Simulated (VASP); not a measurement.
A run of VASP 6.6.1 is set up as follows.

INCAR

```
PREC = Accurate ; ENCUT = 520
EDIFF = 1E-6 ; ISMEAR = -1
SIGMA = 0.1 ; LREAL = F
LASPH = T ; NELM = 60
ALGO = Normal ; ISIF = 2
LWAVE = F ; LCHARG = F
GGA = PE ; NBANDS = 57
```

File KPOINTS:

```
Automatic mesh
0
Gamma
  4 4 4
```

File POSCAR:

```
Au8S
1.0
   -2.9238730000      3.1716590000      4.3114740000
    5.8477460000      0.0000000000      0.0000000000
    2.9238730000      3.1716590000     -4.3114740000
Au S
8 1
Direct
    0.6250000000      0.3750000000      0.8750000000
    0.1250000000      0.3750000000      0.3750000000
    0.6250000000      0.8750000000      0.3750000000
    0.6250000000      0.3750000000      0.3750000000
    0.6250000000      0.8750000000      0.8750000000
    0.1250000000      0.8750000000      0.3750000000
    0.1250000000      0.8750000000      0.8750000000
    0.1250000000      0.3750000000      0.8750000000
    0.0000000000      0.0000000000      0.0000000000
```

Potentials or basis: VASP PAW PBE potentials, release 64 (Au, S).

The run is started by

```console
$ cat potpaw_PBE.64/Au/POTCAR potpaw_PBE.64/S/POTCAR > POTCAR
$ mpirun -np 1 vasp_std > vasp.out
```

**Question.** Predict the largest force.

**Answer.** 19.272 eV/Å.

**Question.** Estimate the band gap on the k mesh.

**Answer.** Zero (bands 47 and 48 overlap by 0.21 eV).

**Question.** Estimate the pressure.

**Answer.** 38.0 GPa.

Forces on the atoms (eV/Å):
```
Au    0.000  -0.046  -0.043
Au    0.000   0.046  -0.043
Au    0.073   0.000  -0.022
Au   -0.073   0.000  -0.022
Au    0.000 -10.281  -7.096
Au    0.000  10.281  -7.096
Au  -15.542   0.000  11.396
Au   15.542   0.000  11.396
S     0.000   0.000  -8.472
```

Caveat: the cell stands under pressure; spin-orbit coupling is left out, which moves the levels of the heavy elements; forces of over 1 eV/Å act on the atoms, so gaps and moduli don't describe the material at rest.
